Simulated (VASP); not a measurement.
A run of VASP 6.6.1 is set up as follows.

Contents of INCAR:

```
  PREC = Accurate
  ENCUT = 520
  EDIFF = 1E-7
  ISMEAR = -1
  SIGMA = 0.112
  LREAL = Auto
  LASPH = True
  NELM = 80
  ALGO = Normal
  ISIF = 2
  LWAVE = False
  LCHARG = False
  GGA = PS
  NBANDS = 50
```

KPOINTS

```
Automatic mesh
0
Gamma
  2 2 2
```

Contents of POSCAR:

```
Mg2C
1.0
    0.0000000000      5.4218852363      5.4218852363
    5.4218852363      0.0000000000      5.4218852363
    5.4218852363      5.4218852363      0.0000000000
C Mg
8 16
Direct
    0.0243154354      0.0051084630      0.0057053033
   -0.0063703857     -0.0124287950      0.5366357592
   -0.0191214855      0.5169105169      0.0182033547
    0.0373734395      0.5063990439      0.4538995926
    0.4633882664      0.0211402483     -0.0007036298
    0.5081357092     -0.0032644549      0.4773993523
    0.5001333267      0.5338867154     -0.0245210834
    0.4769055204      0.4770840561      0.5343266915
    0.0978396770      0.1082522913      0.1400646578
    0.3737734961      0.3837757365      0.3623603072
    0.1460775110      0.1132319246      0.6107540746
    0.3836849010      0.3509001790      0.8909898106
    0.1080980092      0.6564576425      0.0995426824
    0.3849144549      0.8960455244      0.3542581439
    0.1291771163      0.6278532930      0.6389103327
    0.3661128765      0.8638893661      0.8664500990
    0.6400626994      0.1235969540      0.1189959713
    0.8853574524      0.3676406661      0.3909218671
    0.6172068117      0.1231624188      0.6257641673
    0.8974827552      0.3826120269      0.8649040501
    0.6196965361      0.6371616789      0.1298217261
    0.8831168111      0.8697550380      0.3877913140
    0.6231034691      0.5985904088      0.6281423069
    0.8554102121      0.8741365399      0.8905846932
```

Potentials or basis: VASP PAW PBE potentials, release 64 (C, Mg).

Run with:

```console
$ cat potpaw_PBE.64/C/POTCAR potpaw_PBE.64/Mg/POTCAR > POTCAR
$ mpirun -np 1 vasp_std > vasp.out
```

Task: Estimate the largest force.

Result: 3.283 eV/Å.

Task: What does it give for the band gap on the k mesh?

Result: 0.67 eV.

Task: Predict the pressure.

Result: 3.0 GPa.

Stress tensor (GPa, compression positive):
```
 2.71 -0.34  0.88
-0.34  3.17  0.21
 0.88  0.21  3.26
```

Caveat: the k points lie up to 0.50 Å⁻¹ apart; the atoms stand as in a frame of molecular dynamics; the PAW data sets were made with another functional, which shifts forces and pressure a little.
